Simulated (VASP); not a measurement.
# Ag2Sn2Au (I4/mmm) in VASP: settings compared

Aim: see how the results for Ag2Sn2Au move with the level of theory and the settings. Levels: RPBE, r2SCAN. Tasks: single point.

All numbers are computed with VASP 6.6.1; they aren't measurements. Logs are shortened: lines on timing, memory, paths and dates and some standing lists are left out, and cuts for length are marked.

## Step 1: The cell of the first run

Symmetry: I4/mmm, No. 139, tetragonal system. The conventional cell has a = 4.465 Å, b = 4.465 Å, c = 11.216 Å, α = 90.00°, β = 90.00°, γ = 90.00°. Within 4.5 Å of Au (site symmetry 4/mmm) lie 10 Sn at 3.43 to 4.27 Å and 8 Ag at 3.58 Å and 4 Au at 4.47 Å. Sn (site symmetry 4mm) has 1 Sn at 2.67 Å and 4 Ag at 2.67 Å and 4 Au at 3.43 Å within 3.5 Å. Within 3.6 Å of Ag (site symmetry -4m2) lie 4 Sn at 2.67 Å and 4 Ag at 3.16 Å and 4 Au at 3.58 Å.

## Step 2: Single point, RPBE

The input, INCAR:

```
PREC = Accurate
ENCUT = 520
EDIFF = 1E-6
ISMEAR = -1
SIGMA = 0.0682
LREAL = False
LASPH = True
NELM = 100
ALGO = Normal
ISIF = 2
LWAVE = False
LCHARG = False
GGA = RP
NBANDS = 38
```

The input, KPOINTS:

```
Automatic mesh
0
Gamma
  4 4 4
```

The input, POSCAR:

```
Ag2Sn2Au
1.0
    0.0000000000      4.4653330000      0.0000000000
    4.4653330000      0.0000000000      0.0000000000
    2.2326670000      2.2326670000     -5.6079610000
Au Sn Ag
1 2 2
Direct
    0.0000000000      0.0000000000      0.0000000000
    0.3810000000      0.3810000000      0.2380000000
    0.6190000000      0.6190000000      0.7620000000
    0.7500000000      0.2500000000      0.5000000000
    0.2500000000      0.7500000000      0.5000000000
```

Potentials or basis: VASP PAW PBE potentials, release 64 (Au, Sn_d, Ag).

The run is started by

```bash
$ cat potpaw_PBE.64/Au/POTCAR potpaw_PBE.64/Sn_d/POTCAR potpaw_PBE.64/Ag/POTCAR > POTCAR
$ mpirun -np 1 vasp_std > vasp.out
```

OUTCAR:

```text
PREC = Accurate
   ENCUT = 520
   EDIFF = 1E-6
   ISMEAR = -1
   LREAL = False
   LASPH = True
   NELM = 100
   ISIF = 2
   GGA = RP

 ion  position               nearest neighbor table
   1  0.000  0.000  0.000-   3 3.43   2 3.43   3 3.43   2 3.43   2 3.43   3 3.43   3 3.43   2 3.43
                             4 3.58   5 3.58   5 3.58   4 3.58   5 3.58   4 3.58   5 3.58   4 3.58
   2  0.381  0.381  0.238-   3 2.67   5 2.67   4 2.67   4 2.67   5 2.67   1 3.43   1 3.43   1 3.43
                             1 3.43
   3  0.619  0.619  0.762-   2 2.67   4 2.67   5 2.67   4 2.67   5 2.67   1 3.43   1 3.43   1 3.43
                             1 3.43
   4  0.750  0.250  0.500-   2 2.67   3 2.67   3 2.67   2 2.67   5 3.16   5 3.16   5 3.16   5 3.16
                             1 3.58   1 3.58   1 3.58   1 3.58
   5  0.250  0.750  0.500-   2 2.67   3 2.67   3 2.67   2 2.67   4 3.16   4 3.16   4 3.16   4 3.16
                             1 3.58   1 3.58   1 3.58   1 3.58

  LATTYP: Found a body centered tetragonal cell.
 ALAT       =     4.4653330000
 C/A-ratio  =     2.5117772851

  Lattice vectors:

 A1 = (  -2.2326670000,   2.2326660000,   5.6079610000)
 A2 = (   2.2326660000,  -2.2326670000,   5.6079610000)
 A3 = (   2.2326670000,   2.2326670000,  -5.6079610000)

Analysis of symmetry for initial positions (statically):
=====================================================================
 Subroutine PRICEL returns:
 Original cell was already a primitive cell.

 Routine SETGRP: Setting up the symmetry group for a
 body centered tetragonal supercell.

 Subroutine GETGRP returns: Found 16 space group operations
 (whereof 16 operations were pure point group operations)
 out of a pool of 16 trial point group operations.

The static configuration has the point symmetry D_4h.

Analysis of symmetry for dynamics (positions and initial velocities):
=====================================================================
 Subroutine PRICEL returns:
 Original cell was already a primitive cell.

 Routine SETGRP: Setting up the symmetry group for a
 body centered tetragonal supercell.

 Subroutine GETGRP returns: Found 16 space group operations
 (whereof 16 operations were pure point group operations)
 out of a pool of 16 trial point group operations.

The dynamic configuration has the point symmetry D_4h.

 Subroutine INISYM returns: Found 16 space group operations
 (whereof 16 operations are pure point group operations),
 and found     1 'primitive' translations

----------------------------------------------------------------------------------------

                                     Primitive cell

  volume of cell :     111.8182

  direct lattice vectors                    reciprocal lattice vectors
     0.000000000  4.465333000  0.000000000     0.000000000  0.223947464  0.089158985
     4.465333000  0.000000000  0.000000000     0.223947464  0.000000000  0.089158985
     2.232667000  2.232667000 -5.607961000     0.000000000  0.000000000 -0.178317931

  length of vectors
     4.465333000  4.465333000  6.435746300     0.241043131  0.241043131  0.178317931

  position of ions in fractional coordinates (direct lattice)
     0.000000000  0.000000000  0.000000000
     0.381000000  0.381000000  0.238000000
     0.619000000  0.619000000  0.762000000
     0.750000000  0.250000000  0.500000000
     0.250000000  0.750000000  0.500000000

  ion indices of the primitive-cell ions
   primitive index   ion index
                 1           1
                 2           2
                 3           3
                 4           4
                 5           5

----------------------------------------------------------------------------------------

 KPOINTS: Automatic mesh

Automatic generation of k-mesh.
 Grid dimensions read from file:
 generate k-points for:    4    4    4

 Generating k-lattice:

  Cartesian coordinates                     Fractional coordinates (reciprocal lattice)
     0.000000000  0.055986866  0.022289746     0.250000000  0.000000000  0.000000000
     0.055986866  0.000000000  0.022289746     0.000000000  0.250000000  0.000000000
     0.000000000  0.000000000 -0.044579483     0.000000000  0.000000000  0.250000000

  Length of vectors
     0.060260783  0.060260783  0.044579483

  Shift w.r.t. Gamma in fractional coordinates (k-lattice)
     0.000000000  0.000000000  0.000000000

 Subroutine IBZKPT returns following result:
 ===========================================

 Found     13 irreducible k-points:

 Following reciprocal coordinates:
            Coordinates               Weight
  0.000000  0.000000  0.000000      1.000000
  0.250000  0.000000 -0.000000      8.000000
  0.500000  0.000000 -0.000000      4.000000
  0.250000  0.250000 -0.000000      8.000000
  0.500000  0.250000 -0.000000     16.000000
 -0.250000  0.250000  0.000000      4.000000
  0.500000  0.500000 -0.000000      2.000000
  0.000000  0.000000  0.250000      2.000000
  0.500000  0.000000  0.250000      4.000000
 -0.250000  0.000000  0.250000      8.000000
  0.500000  0.500000  0.250000      2.000000
 -0.250000 -0.250000  0.250000      4.000000
  0.000000  0.000000  0.500000      1.000000
   k-points           NKPTS =     13   k-points in BZ     NKDIM =     13   number of bands    NBANDS=     38
   number of dos      NEDOS =    301   number of ions     NIONS =      5
   total plane-waves  NPLWV =  62208
   dimension x,y,z NGX =    36 NGY =   36 NGZ =   48
   dimension x,y,z NGXF=    72 NGYF=   72 NGZF=   96
   ions per type =               1   2   2
   NGX,Y,Z   is equivalent  to a cutoff of  13.40, 13.40, 12.40 a.u.
   NGXF,Y,Z  is equivalent  to a cutoff of  26.81, 26.81, 24.80 a.u.
 SYSTEM =  unknown system
   PREC   = accura    normal or accurate (medium, high low for compatibility)
   ISTART =      0    job   : 0-new  1-cont  2-samecut
   ICHARG =      2    charge: 1-file 2-atom 10-const
   ISPIN  =      1    spin polarized calculation?
   LNONCOLLINEAR =      F non collinear calculations
   LSORBIT =      F    spin-orbit coupling
   LASPH  =      T    aspherical Exc in radial PAW
   ENCUT  =  520.0 eV  38.22 Ry    6.18 a.u.   8.30  8.30 11.97*2*pi/ulx,y,z
   NELM   =    100;   NELMIN=  2; NELMDL= -5     # of ELM steps
   EDIFF  = 0.1E-05   stopping-criterion for ELM
   LREAL  =      F    real-space projection
[... 7 lines left out ...]
   TEBEG  =    0.0;   TEEND  =   0.0 temperature during run
   PSTRESS=    0.0 pullay stress
   NELECT =      61.0000    total number of electrons
   NUPDOWN=      -1.0000    fix difference up-down
   EMIN   =  10.00;   EMAX   =-10.00  energy-range for DOS
   EFERMI =   0.00;   METHOD = LEGACY
   ISMEAR =    -1;   SIGMA  =   0.07  broadening in eV -4-tet -1-fermi 0-gaus
   EFERMI_NEDOS =   21; number of points for ismear=-14 and -15
   IALGO  =     38    algorithm
   IMIX   =      4    mixing-type and parameters
     AMIX     =   0.40;   BMIX     =  1.00
     AMIX_MAG =   1.60;   BMIX_MAG =  1.00
  volume/ion in A,a.u.               =      22.36       150.92
  Fermi-wavevector in a.u.,A,eV,Ry     =   1.337665  2.527819 24.345536  1.789346
  Thomas-Fermi vector in A             =   2.466196
   LORBIT       =      0    0 simple, 1 ext, 2 COOP (PROOUT), +10 PAW based schemes
   GGA     = RP    functional components
   LHFCALC =     F    Hartree Fock is set to
   AEXX    =    0.0000 exact exchange contribution
   IVDW    =     0    specifies the selected vdW correction
   LEPSILON=     F    determine dielectric tensor
   LRPA    =     F    only Hartree local field effects (RPA)
 non-spin polarized calculation
  energy-cutoff  :      520.00
  volume of cell :      111.82
 maximum number of plane-waves:      3036
 NGX is ok and might be reduce to    36
   NGX = 17   NGY = 17   NGZ = 23

 number of electron      61.0000002 magnetization

 Free energy of the ion-electron system (eV)
  ---------------------------------------------------
  ext. energy  EPLUGINS =         0.00000000
  ---------------------------------------------------
  free energy    TOTEN  =       -12.19833426 eV

  energy without entropy =      -12.18378498  energy(sigma->0) =      -12.19105962

 E-fermi :   7.7301     XC(G=0): -10.8177

 val. band max:        7.5526700849   @ k =  -0.2500  -0.2500   0.2500
 cond. band min:       7.8932543148   @ k =   0.5000   0.2500  -0.0000
 fundamental gap:      0.3405842298
 Fermi energy:         7.7300835602

 k-point     1 :       0.0000    0.0000    0.0000
  band No.  band energies     occupation
      1     -14.1732      2.00000
      2     -14.0120      2.00000
      3     -14.0120      2.00000
      4     -13.9697      2.00000
      5     -13.9517      2.00000
      6     -13.9295      2.00000
[... 30 lines left out ...]
     37      14.5848      0.00000
     38      14.5848      0.00000

 k-point     2 :       0.2500    0.0000   -0.0000
  band No.  band energies     occupation
      1     -14.1725      2.00000
      2     -14.0166      2.00000
      3     -14.0137      2.00000
      4     -13.9685      2.00000
      5     -13.9476      2.00000
      6     -13.9281      2.00000
[... 30 lines left out ...]
     37      13.1932      0.00000
     38      14.0954      0.00000

 k-point     3 :       0.5000    0.0000   -0.0000
  band No.  band energies     occupation
      1     -14.1718      2.00000
      2     -14.0212      2.00000
      3     -14.0153      2.00000
      4     -13.9672      2.00000
      5     -13.9438      2.00000
      6     -13.9265      2.00000
[... 30 lines left out ...]
     37      13.3275      0.00000
[... 330 lines left out ...]
 k-point    12 :      -0.2500   -0.2500    0.2500
  band No.  band energies     occupation
      1     -14.1723      2.00000
      2     -14.0221      2.00000
      3     -14.0167      2.00000
      4     -13.9688      2.00000
      5     -13.9422      2.00000
      6     -13.9246      2.00000
[... 30 lines left out ...]
     37      12.9875      0.00000
     38      13.9747      0.00000

 k-point    13 :       0.0000    0.0000    0.5000
  band No.  band energies     occupation
      1     -14.1750      2.00000
      2     -14.0173      2.00000
      3     -14.0173      2.00000
      4     -13.9762      2.00000
      5     -13.9453      2.00000
      6     -13.9207      2.00000
[... 30 lines left out ...]
     37      12.8975      0.00000
     38      12.8975      0.00000

------------------------ aborting loop because EDIFF is reached ----------------------------------------

  FORCE on cell =-STRESS in cart. coord.  units (eV):
  Direction    XX          YY          ZZ          XY          YZ          ZX
  --------------------------------------------------------------------------------------
  -------------------------------------------------------------------------------------
  Total        5.7284706      5.7284706      8.3449428      0.0000000     -0.0000007     -0.0000007
  in kB       82.0798555     82.0798555    119.5697324      0.0000000     -0.0000107     -0.0000107
  external PRESSURE =      94.5764811 kB  Pullay stress =       0.0000000 kB

 VOLUME and BASIS-vectors are now :
 -----------------------------------------------------------------------------
  energy-cutoff  :      520.00
  volume of cell :      111.82
      direct lattice vectors                 reciprocal lattice vectors
     0.000000000  4.465333000  0.000000000     0.000000000  0.223947464  0.089158985
     4.465333000  0.000000000  0.000000000     0.223947464  0.000000000  0.089158985
     2.232667000  2.232667000 -5.607961000     0.000000000  0.000000000 -0.178317931

 POSITION                                       TOTAL-FORCE (eV/Angst)
 -----------------------------------------------------------------------------------
      0.00000      0.00000      0.00000         0.000000     -0.000000      0.000000
      2.23267      2.23267     -1.33469        -0.000000     -0.000000      0.792504
      4.46533      4.46533     -4.27327         0.000000      0.000000     -0.792504
      2.23267      4.46533     -2.80398        -0.000000      0.000000      0.000000
      4.46533      2.23267     -2.80398         0.000000     -0.000000      0.000000
 -----------------------------------------------------------------------------------
    total drift:                                0.000000      0.000000     -0.000000

  FREE ENERGIE OF THE ION-ELECTRON SYSTEM (eV)
  ---------------------------------------------------
  free  energy   TOTEN  =       -12.1983342580 eV

  energy  without entropy=      -12.1837849796  energy(sigma->0) =      -12.19105962
```

It took 50 s on 1 thread of Intel Xeon 8259CL, shared host; peak memory 0.26 GiB.

What came out:

| Quantity | Value |
| --- | --- |
| Free energy | -12.1983 eV |
| Pressure | 9.5 GPa |
| Largest force | 0.793 eV/Å |
| Band gap on the k mesh | zero (an odd number of electrons rules out a gap without spin polarisation) |

Forces on the atoms (eV/Å):
```
Au   0.000  0.000  0.000
Sn   0.000  0.000  0.793
Sn   0.000  0.000 -0.793
Ag   0.000  0.000  0.000
Ag   0.000  0.000  0.000
```

Levels at points of the mesh, in eV from the Fermi level:
```tsv
k point	band 28	band 29	band 30	band 31	band 32	band 33
(0.00, 0.00, 0.00)	-2.11	-0.54	0.23	0.23	0.94	0.94
(0.50, 0.00, 0.00)	-2.90	-2.28	0.58	1.39	1.41	2.04
(0.50, 0.50, 0.00)	-2.80	-2.43	-2.10	-1.34	-0.45	1.00
(0.00, 0.00, 0.50)	-1.45	-1.45	-0.41	1.05	2.49	2.87
```

Caveat: the k points lie up to 0.38 Å⁻¹ apart, too coarse for converged energies and pressures of a metal; the PAW data sets were made with another functional, which shifts forces and pressure a little; spin-orbit coupling is left out, which moves the levels of the heavy elements.

## Step 3: Single point, r2SCAN

POSCAR is that of step 2.

The input, INCAR.step1:

```
PREC = Accurate
ENCUT = 520
ISMEAR = -1
SIGMA = 0.0682
LREAL = F
LASPH = T
NELM = 100
NBANDS = 38
GGA = PE
ALGO = Normal
EDIFF = 1E-4
LWAVE = T
LCHARG = F
```

The input, INCAR.step2:

```
PREC = Accurate
ENCUT = 520
EDIFF = 1E-6
ISMEAR = -1
SIGMA = 0.0682
LREAL = F
LASPH = T
NELM = 100
ALGO = Normal
ISIF = 2
LWAVE = F
LCHARG = F
METAGGA = R2SCAN
LMIXTAU = T
NBANDS = 38
ISTART = 1
```

The input, KPOINTS:

```
regular mesh
0
Gamma
  4 4 4
```

Potentials or basis: VASP PAW PBE potentials, release 64 (Au, Sn_d, Ag).

The run is started by

```bash
$ cat potpaw_PBE.64/Au/POTCAR potpaw_PBE.64/Sn_d/POTCAR potpaw_PBE.64/Ag/POTCAR > POTCAR
$ cp INCAR.step1 INCAR
$ mpirun -np 1 vasp_std > vasp.out
$ cp INCAR.step2 INCAR
$ mpirun -np 1 vasp_std > vasp.out
```

OUTCAR:

```text
PREC = Accurate
   ENCUT = 520
   EDIFF = 1E-6
   ISMEAR = -1
   LREAL = F
   LASPH = T
   NELM = 100
   ISIF = 2
   METAGGA = R2SCAN
   ISTART = 1

 ion  position               nearest neighbor table
   1  0.000  0.000  0.000-   3 3.43   2 3.43   3 3.43   2 3.43   2 3.43   3 3.43   3 3.43   2 3.43
                             4 3.58   5 3.58   5 3.58   4 3.58   5 3.58   4 3.58   5 3.58   4 3.58
   2  0.381  0.381  0.238-   3 2.67   5 2.67   4 2.67   4 2.67   5 2.67   1 3.43   1 3.43   1 3.43
                             1 3.43
   3  0.619  0.619  0.762-   2 2.67   4 2.67   5 2.67   4 2.67   5 2.67   1 3.43   1 3.43   1 3.43
[... 729 lines left out ...]
  -------------------------------------------------------------------------------------
  Total        2.6473790      2.6473790      5.0892938      0.0000000     -0.0000005     -0.0000005
  in kB       37.9327224     37.9327224     72.9214706      0.0000000     -0.0000065     -0.0000065
  external PRESSURE =      49.5956384 kB  Pullay stress =       0.0000000 kB

 VOLUME and BASIS-vectors are now :
 -----------------------------------------------------------------------------
  energy-cutoff  :      520.00
  volume of cell :      111.82
      direct lattice vectors                 reciprocal lattice vectors
     0.000000000  4.465333000  0.000000000     0.000000000  0.223947464  0.089158985
     4.465333000  0.000000000  0.000000000     0.223947464  0.000000000  0.089158985
     2.232667000  2.232667000 -5.607961000     0.000000000  0.000000000 -0.178317931

 POSITION                                       TOTAL-FORCE (eV/Angst)
 -----------------------------------------------------------------------------------
      0.00000      0.00000      0.00000         0.000000      0.000000      0.000000
      2.23267      2.23267     -1.33469        -0.000000     -0.000000      0.683860
      4.46533      4.46533     -4.27327         0.000000      0.000000     -0.683860
      2.23267      4.46533     -2.80398        -0.000000      0.000000      0.000000
      4.46533      2.23267     -2.80398         0.000000     -0.000000      0.000000
 -----------------------------------------------------------------------------------
    total drift:                                0.000000      0.000000     -0.000000

  FREE ENERGIE OF THE ION-ELECTRON SYSTEM (eV)
  ---------------------------------------------------
  free  energy   TOTEN  =      -140.7635488034 eV

  energy  without entropy=     -140.7512394576  energy(sigma->0) =     -140.75739413
```

Wall time 2.7 min (1 thread of Intel Xeon 8259CL, shared host); peak memory 0.28 GiB.

What came out:

- Free energy: -140.7635 eV
- Pressure: 5.0 GPa
- Largest force: 0.684 eV/Å
- Band gap on the k mesh: zero (an odd number of electrons rules out a gap without spin polarisation)

Forces on the atoms (eV/Å):
```
Au   0.000  0.000  0.000
Sn   0.000  0.000  0.684
Sn   0.000  0.000 -0.684
Ag   0.000  0.000  0.000
Ag   0.000  0.000  0.000
```

Caveat: the k points lie up to 0.38 Å⁻¹ apart, too coarse for converged energies and pressures of a metal; the PAW data sets were made with another functional, which shifts forces and pressure a little; spin-orbit coupling is left out, which moves the levels of the heavy elements.
